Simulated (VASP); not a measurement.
Runs of VASP 6.6.1 on Ru. The structure is that of space group Fd-3m (No. 227), or close to it. The cells are those of the table. 

```tsv
cell	gap on the mesh (eV)	pressure (GPa)
a = 3.787 Å, angles 60.0°, 2 atoms	none	(a)
a = 3.194 Å, angles 60.0°, 2 atoms	none	318.5
a = 3.363 Å, angles 60.0°, 2 atoms	none	161.3
a = 3.657 Å, angles 60.0°, 2 atoms	none	27.5
```

Alike in all rows: task single point; level LDA; potentials or basis VASP PAW LDA potentials, release 64 (Ru_pv); no spin polarisation; k mesh 13 × 13 × 13; cutoff (eV) 520; smearing fermi-dirac 0.1 eV.

Fill in the values left out.

(a) 0.9.

A k mesh can miss the band edges, and the runs leave out spin-orbit coupling on Ru.

A gap of «none» marks levels without a gap at the run's occupations.
